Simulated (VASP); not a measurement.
Crystal: Si.

```
CELL_PARAMETERS angstrom
1.91156 -5.34767 0.00000
1.91156 5.34767 0.00000
0.00000 0.00000 12.65385
ATOMIC_POSITIONS crystal
Si 0.75704 0.24296 0.94510
Si 0.24296 0.75704 0.05490
Si 0.75704 0.24296 0.55490
Si 0.24296 0.75704 0.44510
Si 0.42869 0.57131 0.15722
Si 0.57131 0.42869 0.84278
Si 0.42869 0.57131 0.34278
Si 0.57131 0.42869 0.65722
Si 0.97122 0.02878 0.90937
Si 0.02878 0.97122 0.09063
Si 0.97122 0.02878 0.59063
Si 0.02878 0.97122 0.40937
```

Base run:

```yaml
Program: VASP 6.6.1
Functional: LDA
Potentials_or_basis: VASP PAW LDA potentials, release 64 (Si)
Cutoff: 520 eV
k_mesh: 10 × 10 × 4
Occupations: gaussian, width 0.02 eV
Spin: no spin polarisation
```

Its results: band gap on the k mesh 0.40 eV (least direct gap 0.49 eV); pressure -1.4 GPa; largest force 0.041 eV/Å.

**Question.** The run is repeated on the same cell with these changes: functional from LDA to PBEsol; potentials or basis from VASP PAW LDA potentials, release 64 (Si) to VASP PAW PBE potentials, release 64 (Si). What comes out?

**Answer.** Band gap on the k mesh 0.39 eV (least direct gap 0.48 eV); pressure 0.1 GPa; largest force 0.007 eV/Å.

Caveats: the PAW data sets were made with another functional, which shifts forces and pressure a little (at least some runs).

A k mesh can miss the band edges.
